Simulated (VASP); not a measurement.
# Cs2Ru (P6/mmm) in VASP: notebook

Cs2Ru is run at these levels: PBE; tasks: single point, relaxation of cell and atoms.

Program: VASP 6.6.1. These are calculated values, not measurements. Logs are shortened: lines on timing, memory, paths and dates and some standing lists are left out, and cuts for length are marked.

**1. The cell of the first run**

It takes space group P6/mmm (No. 191, hexagonal). The conventional cell has a = 6.201 Å, b = 6.201 Å, c = 3.328 Å, α = 90.00°, β = 90.00°, γ = 120.00°. Within 4.4 Å of Cs (site symmetry -6m2) lie 5 Cs at 3.33 to 3.58 Å and 6 Ru at 3.95 Å. Ru (site symmetry 6/mmm) has 2 Ru at 3.33 Å and 12 Cs at 3.95 Å within 4.4 Å.

**2. Single point, PBE**

Input file INCAR:

```
  PREC = Accurate
  ENCUT = 520
  EDIFF = 1E-6
  ISMEAR = 0
  SIGMA = 0.1
  LREAL = False
  LASPH = True
  NELM = 100
  ALGO = Fast
  ISIF = 2
  LWAVE = False
  LCHARG = False
  GGA = PE
  NBANDS = 23
```

Input file KPOINTS:

```
regular mesh
0
Gamma
  6 6 4
```

Input file POSCAR:

```
Cs2Ru
1.0
    6.2013409549      0.0000000000      0.0000000000
   -3.1006704775      5.3705188045      0.0000000000
    0.0000000000      0.0000000000      3.3277847417
Cs Ru
2 1
Direct
    0.3333333333      0.6666666667      0.5000000000
    0.6666666667      0.3333333333      0.5000000000
    0.0000000000      0.0000000000      0.0000000000
```

Potentials or basis: VASP PAW PBE potentials, release 64 (Cs_sv, Ru_pv).

Command:

```bash
$ cat potpaw_PBE.64/Cs_sv/POTCAR potpaw_PBE.64/Ru_pv/POTCAR > POTCAR
$ mpirun -np 1 vasp_std > vasp.out
```

OUTCAR:

```text
PREC = Accurate
   ENCUT = 520
   EDIFF = 1E-6
   ISMEAR = 0
   LREAL = False
   LASPH = True
   NELM = 100
   ISIF = 2
   GGA = PE

 ion  position               nearest neighbor table
   1  0.333  0.667  0.500-
   2  0.667  0.333  0.500-
   3  0.000  0.000  0.000-

  LATTYP: Found a hexagonal cell.
 ALAT       =     6.2013409549
 C/A-ratio  =     0.5366234119

  Lattice vectors:

 A1 = (   6.2013409549,   0.0000000000,   0.0000000000)
 A2 = (  -3.1006704775,   5.3705188045,   0.0000000000)
 A3 = (   0.0000000000,   0.0000000000,   3.3277847417)

Analysis of symmetry for initial positions (statically):
=====================================================================
 Subroutine PRICEL returns:
 Original cell was already a primitive cell.

 Routine SETGRP: Setting up the symmetry group for a
 hexagonal supercell.

 Subroutine GETGRP returns: Found 24 space group operations
 (whereof 24 operations were pure point group operations)
 out of a pool of 24 trial point group operations.

The static configuration has the point symmetry D_6h.

Analysis of symmetry for dynamics (positions and initial velocities):
=====================================================================
 Subroutine PRICEL returns:
 Original cell was already a primitive cell.

 Routine SETGRP: Setting up the symmetry group for a
 hexagonal supercell.

 Subroutine GETGRP returns: Found 24 space group operations
 (whereof 24 operations were pure point group operations)
 out of a pool of 24 trial point group operations.

The dynamic configuration has the point symmetry D_6h.

 Subroutine INISYM returns: Found 24 space group operations
 (whereof 24 operations are pure point group operations),
 and found     1 'primitive' translations

----------------------------------------------------------------------------------------

                                     Primitive cell

  volume of cell :     110.8299

  direct lattice vectors                    reciprocal lattice vectors
     6.201340955  0.000000000  0.000000000     0.161255446  0.093100875  0.000000000
    -3.100670478  5.370518804  0.000000000     0.000000000  0.186201750  0.000000000
     0.000000000  0.000000000  3.327784742     0.000000000  0.000000000  0.300500206

  length of vectors
     6.201340955  6.201340955  3.327784742     0.186201750  0.186201750  0.300500206

  position of ions in fractional coordinates (direct lattice)
     0.333333333  0.666666667  0.500000000
     0.666666667  0.333333333  0.500000000
     0.000000000  0.000000000  0.000000000

  ion indices of the primitive-cell ions
   primitive index   ion index
                 1           1
                 2           2
                 3           3

----------------------------------------------------------------------------------------

 KPOINTS: regular mesh

Automatic generation of k-mesh.
 Grid dimensions read from file:
 generate k-points for:    6    6    4

 Generating k-lattice:

  Cartesian coordinates                     Fractional coordinates (reciprocal lattice)
     0.026875908  0.015516813  0.000000000     0.166666667  0.000000000  0.000000000
     0.000000000  0.031033625  0.000000000     0.000000000  0.166666667  0.000000000
     0.000000000  0.000000000  0.075125051     0.000000000  0.000000000  0.250000000

  Length of vectors
     0.031033625  0.031033625  0.075125051

  Shift w.r.t. Gamma in fractional coordinates (k-lattice)
     0.000000000  0.000000000  0.000000000

 Subroutine IBZKPT returns following result:
 ===========================================

 Found     21 irreducible k-points:

 Following reciprocal coordinates:
            Coordinates               Weight
  0.000000  0.000000  0.000000      1.000000
  0.166667  0.000000  0.000000      6.000000
  0.333333  0.000000  0.000000      6.000000
  0.500000  0.000000  0.000000      3.000000
  0.166667  0.166667  0.000000      6.000000
  0.333333  0.166667  0.000000     12.000000
[... 13 lines left out ...]
  0.333333  0.166667  0.500000     12.000000
  0.333333  0.333333  0.500000      2.000000
   k-points           NKPTS =     21   k-points in BZ     NKDIM =     21   number of bands    NBANDS=     23
   number of dos      NEDOS =    301   number of ions     NIONS =      3
   total plane-waves  NPLWV =  64512
   dimension x,y,z NGX =    48 NGY =   48 NGZ =   28
   dimension x,y,z NGXF=    96 NGYF=   96 NGZF=   56
   ions per type =               2   1
   NGX,Y,Z   is equivalent  to a cutoff of  12.87, 12.87, 13.99 a.u.
   NGXF,Y,Z  is equivalent  to a cutoff of  25.74, 25.74, 27.98 a.u.
 SYSTEM =  unknown system
   PREC   = accura    normal or accurate (medium, high low for compatibility)
   ISTART =      0    job   : 0-new  1-cont  2-samecut
   ICHARG =      2    charge: 1-file 2-atom 10-const
   ISPIN  =      1    spin polarized calculation?
   LNONCOLLINEAR =      F non collinear calculations
   LSORBIT =      F    spin-orbit coupling
   LASPH  =      T    aspherical Exc in radial PAW
   ENCUT  =  520.0 eV  38.22 Ry    6.18 a.u.  11.53 11.53  6.19*2*pi/ulx,y,z
   NELM   =    100;   NELMIN=  2; NELMDL= -5     # of ELM steps
   EDIFF  = 0.1E-05   stopping-criterion for ELM
   LREAL  =      F    real-space projection
   EDIFFG = 0.1E-04   stopping-criterion for IOM
   NSW    =      0    number of steps for IOM
   IBRION =     -1    ionic relax: 0-MD 1-quasi-New 2-CG
   NFREE  =      0    steps in history (QN), initial steepest desc. (CG)
   ISIF   =      2    stress and relaxation
   ISYM   =      2    0-nonsym 1-usesym 2-fastsym
   POTIM  = 0.5000    time-step for ionic-motion
   TEBEG  =    0.0;   TEEND  =   0.0 temperature during run
   PSTRESS=    0.0 pullay stress
   NELECT =      32.0000    total number of electrons
   NUPDOWN=      -1.0000    fix difference up-down
   EMIN   =  10.00;   EMAX   =-10.00  energy-range for DOS
   EFERMI =   0.00;   METHOD = LEGACY
   ISMEAR =     0;   SIGMA  =   0.10  broadening in eV -4-tet -1-fermi 0-gaus
   EFERMI_NEDOS =   21; number of points for ismear=-14 and -15
   IALGO  =     68    algorithm
   IMIX   =      4    mixing-type and parameters
     AMIX     =   0.40;   BMIX     =  1.00
     AMIX_MAG =   1.60;   BMIX_MAG =  1.00
  volume/ion in A,a.u.               =      36.94       249.31
  Fermi-wavevector in a.u.,A,eV,Ry     =   1.082030  2.044739 15.929538  1.170788
  Thomas-Fermi vector in A             =   2.218061
   LORBIT       =      0    0 simple, 1 ext, 2 COOP (PROOUT), +10 PAW based schemes
   GGA     = PE    functional components
   LHFCALC =     F    Hartree Fock is set to
   AEXX    =    0.0000 exact exchange contribution
   IVDW    =     0    specifies the selected vdW correction
   LEPSILON=     F    determine dielectric tensor
   LRPA    =     F    only Hartree local field effects (RPA)
 non-spin polarized calculation
 RMM-DIIS sequential band-by-band and
 Gauss-broadening in eV      SIGMA  =   0.10
  energy-cutoff  :      520.00
  volume of cell :      110.83
 maximum number of plane-waves:      3006
 NGX is ok and might be reduce to    48
   NGX = 23   NGY = 23   NGZ = 13

 number of electron      31.9999994 magnetization

 Free energy of the ion-electron system (eV)
  ---------------------------------------------------
  ext. energy  EPLUGINS =         0.00000000
  ---------------------------------------------------
  free energy    TOTEN  =        -6.54903586 eV

  energy without entropy =       -6.50907222  energy(sigma->0) =       -6.52905404

 E-fermi :   3.4064     XC(G=0):  -9.0475

 val. band max:        3.3701032591   @ k =   0.0000   0.0000   0.0000
 cond. band min:       3.4426150680   @ k =   0.3333   0.3333   0.5000
 fundamental gap:      0.0725118089
 Fermi energy:         3.4063609310

 k-point     1 :       0.0000    0.0000    0.0000
  band No.  band energies     occupation
      1     -37.7207      2.00000
      2     -37.5986      2.00000
      3     -37.5986      2.00000
      4     -19.8907      2.00000
      5     -19.4668      2.00000
      6      -7.2214      2.00000
[... 15 lines left out ...]
     22       7.8692      0.00000
     23       7.8704      0.00000

 k-point     2 :       0.1667    0.0000    0.0000
  band No.  band energies     occupation
      1     -37.7207      2.00000
      2     -37.5986      2.00000
      3     -37.5986      2.00000
      4     -19.8670      2.00000
      5     -19.4934      2.00000
      6      -7.2585      2.00000
[... 15 lines left out ...]
     22       7.7585      0.00000
     23       7.7642      0.00000

 k-point     3 :       0.3333    0.0000    0.0000
  band No.  band energies     occupation
      1     -37.7207      2.00000
      2     -37.5986      2.00000
      3     -37.5986      2.00000
      4     -19.8051      2.00000
      5     -19.5610      2.00000
      6      -7.3255      2.00000
[... 15 lines left out ...]
     22       7.2283      0.00000
     23       7.7746      0.00000

 k-point     4 :       0.5000    0.0000    0.0000
  band No.  band energies     occupation
      1     -37.7207      2.00000
      2     -37.5986      2.00000
      3     -37.5986      2.00000
      4     -19.7547      2.00000
      5     -19.6143      2.00000
      6      -7.3561      2.00000
[... 15 lines left out ...]
     22       6.7199      0.00000
     23       7.9185      0.00000

 k-point     5 :       0.1667    0.1667    0.0000
  band No.  band energies     occupation
      1     -37.7207      2.00000
      2     -37.5986      2.00000
      3     -37.5986      2.00000
      4     -19.8234      2.00000
      5     -19.5413      2.00000
      6      -7.3318      2.00000
[... 356 lines left out ...]
 k-point    19 :       0.1667    0.1667    0.5000
  band No.  band energies     occupation
      1     -37.7746      2.00000
      2     -37.5939      2.00000
      3     -37.5939      2.00000
      4     -19.2714      2.00000
      5     -19.0033      2.00000
      6      -8.1840      2.00000
[... 15 lines left out ...]
     22       7.4945      0.00000
     23       8.3033      0.00000

 k-point    20 :       0.3333    0.1667    0.5000
  band No.  band energies     occupation
      1     -37.7746      2.00000
      2     -37.5939      2.00000
      3     -37.5939      2.00000
      4     -19.2064      2.00000
      5     -19.0724      2.00000
      6      -8.0916      2.00000
[... 15 lines left out ...]
     22       7.9120      0.00000
     23       8.4380      0.00000

 k-point    21 :       0.3333    0.3333    0.5000
  band No.  band energies     occupation
      1     -37.7746      2.00000
      2     -37.5939      2.00000
      3     -37.5939      2.00000
      4     -19.1401      2.00000
      5     -19.1401      2.00000
      6      -8.0000      2.00000
[... 15 lines left out ...]
     22       7.8049      0.00000
     23       8.0670      0.00000

------------------------ aborting loop because EDIFF is reached ----------------------------------------

  FORCE on cell =-STRESS in cart. coord.  units (eV):
  Direction    XX          YY          ZZ          XY          YZ          ZX
  --------------------------------------------------------------------------------------
  -------------------------------------------------------------------------------------
  Total       -0.1635549     -0.1635549      0.0848059      0.0000000     -0.0000000     -0.0000000
  in kB       -2.3643793     -2.3643793      1.2259699      0.0000000     -0.0000000     -0.0000000
  external PRESSURE =      -1.1675962 kB  Pullay stress =       0.0000000 kB

 VOLUME and BASIS-vectors are now :
 -----------------------------------------------------------------------------
  energy-cutoff  :      520.00
  volume of cell :      110.83
      direct lattice vectors                 reciprocal lattice vectors
     6.201340955  0.000000000  0.000000000     0.161255446  0.093100875  0.000000000
    -3.100670478  5.370518804  0.000000000     0.000000000  0.186201750  0.000000000
     0.000000000  0.000000000  3.327784742     0.000000000  0.000000000  0.300500206

 POSITION                                       TOTAL-FORCE (eV/Angst)
 -----------------------------------------------------------------------------------
     -0.00000      3.58035      1.66389         0.000000      0.000000      0.000000
      3.10067      1.79017      1.66389        -0.000000     -0.000000      0.000000
      0.00000      0.00000      0.00000         0.000000      0.000000      0.000000
 -----------------------------------------------------------------------------------
    total drift:                               -0.000000      0.000000     -0.000000

  FREE ENERGIE OF THE ION-ELECTRON SYSTEM (eV)
  ---------------------------------------------------
  free  energy   TOTEN  =        -6.5490358603 eV

  energy  without entropy=       -6.5090722237  energy(sigma->0) =       -6.52905404
```

Wall time 28 s (1 thread of Intel Xeon 6975P-C (Granite Rapids), shared host); peak memory 0.26 GiB.

What came out:

```
Free energy            : -6.5490 eV
Pressure               : -0.1 GPa
Band gap on the k mesh : zero (bands 16 and 17 overlap by 0.69 eV)
```

Caveat: the k points lie up to 0.47 Å⁻¹ apart, too coarse for converged energies and pressures of a metal; spin-orbit coupling is left out, which moves the levels of the heavy elements.

**3. Relaxation of cell and atoms, PBE**

This run uses another cell than the first one, of 32.47 Å³/atom.

Input file INCAR:

```
SYSTEM = Cs2Ru
  PREC = Accurate
  ENCUT = 600
  EDIFF = 1E-7
  ISMEAR = 0
  SIGMA = 0.1
  LREAL = .FALSE.
  LASPH = .TRUE.
  NELM = 100
  ALGO = Normal
  ISIF = 3
  LWAVE = .FALSE.
  LCHARG = .FALSE.
  GGA = PE
  IBRION = 2
  NSW = 90
  EDIFFG = -0.04
```

Input file KPOINTS:

```
Automatic mesh
0
G
  6 6 4
  0 0 0
```

Input file POSCAR:

```
Cs2Ru
1.0
    4.7052255474      0.0000000000      0.0000000000
   -2.3526127737      4.0748448546      0.0000000000
    0.0000000000      0.0000000000      5.0803930329
Cs Ru
2 1
Direct
    0.3333333333      0.6666666667      0.5000000000
    0.6666666667      0.3333333333      0.5000000000
    0.0000000000      0.0000000000      0.0000000000
```

Potentials or basis: VASP PAW PBE potentials, release 64 (Cs_sv, Ru_pv).

Command:

```bash
$ cat potpaw_PBE.64/Cs_sv/POTCAR potpaw_PBE.64/Ru_pv/POTCAR > POTCAR
$ mpirun -np 1 vasp_std > vasp.out
```

It took 10 min on 1 thread of Intel Xeon 6975P-C (Granite Rapids), shared host; peak memory 0.29 GiB.

The run converged. Its results:

* Free energy: -6.5311 eV
* Relaxed volume: 36.53 Å³/atom
* Relaxed cell: a = 6.159 Å, b = 6.159 Å, c = 3.336 Å, α = 90.00°, β = 90.00°, γ = 120.00°
* Space group after relaxing (to 0.1 Å): P6/mmm (No. 191)
* Pressure after relaxing: 0.0 GPa
* Band gap on the k mesh: zero (bands 16 and 17 overlap by 0.68 eV)

Final structure:
```yaml
crystal:
  lattice:
    - [6.15932, 0.00000, 0.00000]
    - [-3.07966, 5.33413, 0.00000]
    - [0.00000, 0.00000, 3.33558]
  atoms:
    - { symbol: Cs, position: [0.33333, 0.66667, 0.50000] }
    - { symbol: Cs, position: [0.66667, 0.33333, 0.50000] }
    - { symbol: Ru, position: [0.00000, 0.00000, 0.00000] }
```

Levels at points of the mesh, in eV from the Fermi level:
```
           k point  band 12  band 13  band 14  band 15  band 16  band 17  band 18  band 19
(0.00, 0.00, 0.00)    -2.21    -0.78    -0.03    -0.03     0.54     0.54     1.77     1.77
(0.50, 0.00, 0.00)    -1.56    -0.53    -0.32    -0.16     0.53     0.56     0.86     1.71
(0.00, 0.00, 0.50)    -0.62    -0.62    -0.61    -0.61     0.14     1.30     1.95     1.95
(0.50, 0.00, 0.50)    -0.81    -0.66    -0.58    -0.05     0.08     0.23     1.89     1.96
```

Caveat: a cell axis changed by over 15 % at a fixed basis, so the end point is rough; spin-orbit coupling is left out, which moves the levels of the heavy elements.

**4. Single point, PBE**

This run uses another cell than the first one, of 36.30 Å³/atom.

Input file INCAR:

```
PREC     = Accurate       # precision mode
ENCUT    = 520            # plane-wave cutoff, eV
EDIFF    = 1E-7           # SCF threshold, eV
ISMEAR   = 0              # smearing method
SIGMA    = 0.1            # smearing width, eV
LREAL    = F              # projectors in reciprocal space
LASPH    = T              # aspherical terms in the spheres
NELM     = 80             # most SCF steps
ALGO     = Fast           # electronic algorithm
ISIF     = 2              # what is computed and relaxed
LWAVE    = F              # write WAVECAR
LCHARG   = F              # write CHGCAR
GGA      = PE             # functional
NBANDS   = 23             # bands
```

Input file KPOINTS:

```
regular mesh
0
Gamma
  12 12 14
```

Input file POSCAR:

```
Cs2Ru
1.0
    6.1642229278      0.0000000000      0.0000000000
   -3.0821114639      5.3383736501      0.0000000000
    0.0000000000      0.0000000000      3.3094388731
Cs Ru
2 1
Direct
    0.3333333333      0.6666666667      0.5000000000
    0.6666666667      0.3333333333      0.5000000000
    0.0000000000      0.0000000000      0.0000000000
```

Command:

```bash
$ cat potpaw_PBE.64/Cs_sv/POTCAR potpaw_PBE.64/Ru_pv/POTCAR > POTCAR
$ mpirun -np 1 vasp_std > vasp.out
```

It took 19 min on 1 thread of Oxide Virtual Turin-like, shared host; peak memory 0.46 GiB.

The run converged. Its results:

- Free energy: -6.4735 eV
- Pressure: 0.2 GPa
- Band gap on the k mesh: zero (bands 16 and 17 overlap by 0.63 eV)

Levels at points of the mesh, in eV from the Fermi level:
| k point | band 13 | band 14 | band 15 | band 16 | band 17 | band 18 | band 19 | band 20 |
| --- | --- | --- | --- | --- | --- | --- | --- | --- |
| (0.00, 0.00, 0.00) | -1.08 | -0.08 | -0.08 | 0.34 | 0.34 | 1.58 | 1.58 | 2.00 |
| (0.50, 0.00, 0.00) | -0.70 | -0.45 | -0.23 | 0.33 | 0.36 | 0.73 | 1.52 | 2.44 |
| (0.00, 0.00, 0.50) | -0.88 | -0.69 | -0.69 | -0.04 | 1.06 | 1.83 | 1.83 | 2.32 |
| (0.50, 0.00, 0.50) | -0.92 | -0.84 | -0.10 | 0.04 | 0.09 | 1.65 | 1.71 | 2.12 |

Caveat: spin-orbit coupling is left out, which moves the levels of the heavy elements.

**5. Overview**

```csv
task,cell,k mesh,cutoff (eV),gap on the mesh (eV),pressure (GPa)
single point,"a = 6.201, b = 6.201, c = 3.328 Å, angles 90.0, 90.0, 120.0°, 3 atoms",6 × 6 × 4,520,none,-0.1
relaxation of cell and atoms,"relaxed from a = 4.705, b = 4.705, c = 5.080 Å, angles 90.0, 90.0, 120.0°, 3 atoms",6 × 6 × 4,600,none,0.0
single point,"a = 6.164, b = 6.164, c = 3.309 Å, angles 90.0, 90.0, 120.0°, 3 atoms",12 × 12 × 14,520,none,0.2
```

Alike in all rows: level PBE; potentials or basis VASP PAW PBE potentials, release 64 (Cs_sv, Ru_pv); no spin polarisation; smearing gaussian 0.1 eV.

Caveats: some runs use coarse meshes; spin-orbit coupling is left out, which moves the levels of the heavy elements; a cell axis changed by over 15 % at a fixed basis, so the end point is rough (at least some runs).

Absolute energies hang on the potentials; compare differences alone.
